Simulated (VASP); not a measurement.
Runs of VASP 6.6.1 on SiO2. The structure is cubic, space group Fm-3m (No. 225). Conventional cell: a = 4.528 Å, b = 4.528 Å, c = 4.528 Å, α = 90.00°, β = 90.00°, γ = 90.00°. Within 2.6 Å of Si (site symmetry m-3m) lie 8 O at 1.96 Å. O (site symmetry -43m) has 4 Si at 1.96 Å and 6 O at 2.26 Å within 2.6 Å. 

| level | potentials or basis | k mesh | grid for exact exchange (PRECFOCK) | screening parameter | gap on the mesh (eV) | pressure (GPa) |
| --- | --- | --- | --- | --- | --- | --- |
| HSE06 | VASP PAW PBE potentials, release 64 (Si, O) | 6 × 6 × 6 | Normal | 0.2079 1/Å | 3.57 | -3.9 |
| PBE | VASP PAW PBE potentials, release 64 (Si, O) | 6 × 6 × 6 | - | - | 2.06 | 10.3 |
| r2SCAN | VASP PAW PBE potentials, release 64 (Si, O) | 6 × 6 × 6 | - | - | 2.68 | (a) |
| PBE | VASP PAW PBE potentials, release 64 (Si, O) | 8 × 8 × 8 | - | - | 2.06 | 10.3 |
| LDA | VASP PAW LDA potentials, release 64 (Si, O) | 6 × 6 × 6 | - | - | 1.81 | (b) |

Alike in all rows: task single point; no spin polarisation; cell as given; cutoff (eV) 520; smearing gaussian 0.01 eV.

Problem. Fill in the values left out.

Solution. (a) 0.6; (b) -2.9.

Caveats: the PAW data sets were made with another functional, which shifts forces and pressure a little (some runs).

A k mesh can miss the band edges.
